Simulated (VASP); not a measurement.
A run of VASP 6.6.1:

The input INCAR:

```
PREC = Accurate
ENCUT = 520
EDIFF = 1E-6
ISMEAR = 0
SIGMA = 0.1
LREAL = False
LASPH = True
NELM = 100
ALGO = Normal
ISIF = 2
LWAVE = False
LCHARG = True
GGA = PE
LELF = True
LVHAR = True
NBANDS = 38
```

The input KPOINTS:

```
Automatic mesh
0
Gamma
  6 6 4
```

Contents of POSCAR:

```
K4Br3
1.0
    4.6961426663     -4.8361951274      0.0000000000
    4.6961426663      4.8361951274      0.0000000000
    0.0000000000      0.0000000000      8.8444803533
K Br
4 3
Direct
    0.2576309758      0.7423690242      0.7480782067
    0.7423690242      0.2576309758      0.7480782067
    0.2576309758      0.7423690242      0.2519217933
    0.7423690242      0.2576309758      0.2519217933
    0.5000000000      0.0000000000      0.5000000000
    0.0000000000      0.5000000000      0.5000000000
    0.5000000000      0.5000000000      0.0000000000
```

Potentials or basis: VASP PAW PBE potentials, release 64 (K_sv, Br).

The run is started by

```bash
$ cat potpaw_PBE.64/K_sv/POTCAR potpaw_PBE.64/Br/POTCAR > POTCAR
$ mpirun -np 1 vasp_std > vasp.out
```

Hardware: 1 thread of Intel(R) Xeon(R) Platinum 8559C (Emerald Rapids), on a shared host.

Problem. How long does it take, and how much memory?

Solution. Run time: 7.8 min on 1 thread of Intel(R) Xeon(R) Platinum 8559C (Emerald Rapids), with other jobs on the host, peak memory 0.7 GiB. Counts: scf iterations 14, k points 39.
